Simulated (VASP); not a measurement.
A run of VASP 6.6.1 is set up as follows.

File INCAR:

```
SYSTEM = Pt
PREC = Accurate
ENCUT = 520
EDIFF = 1E-6
ISMEAR = -1
SIGMA = 0.1
LREAL = .False.
LASPH = .True.
NELM = 60
ALGO = Normal
ISIF = 2
LWAVE = .False.
LCHARG = .False.
GGA = PS
NBANDS = 11
```

The input KPOINTS:

```
Automatic mesh
0
Gamma
  15 15 15
  0 0 0
```

Contents of POSCAR:

```
Pt
1.0
    2.5877549282      0.0000000000      0.0000000000
    0.0000000000      2.5877549282      0.0000000000
    0.0000000000      0.0000000000      2.5877549282
Pt
1
Direct
    0.0000000000      0.0000000000      0.0000000000
```

Potentials or basis: VASP PAW PBE potentials, release 64 (Pt).

Launch:

```bash
$ cat potpaw_PBE.64/Pt/POTCAR > POTCAR
$ mpirun -np 1 vasp_std > vasp.out
```

Predict the pressure.

-0.4 GPa.

What does it give for the band gap on the k mesh?

Zero (band 5 reaches 10.68 eV, above the bottom of band 6 at 7.50 eV).

Caveat: the PAW data sets were made with another functional, which shifts forces and pressure a little; spin-orbit coupling is left out, which moves the levels of the heavy elements.
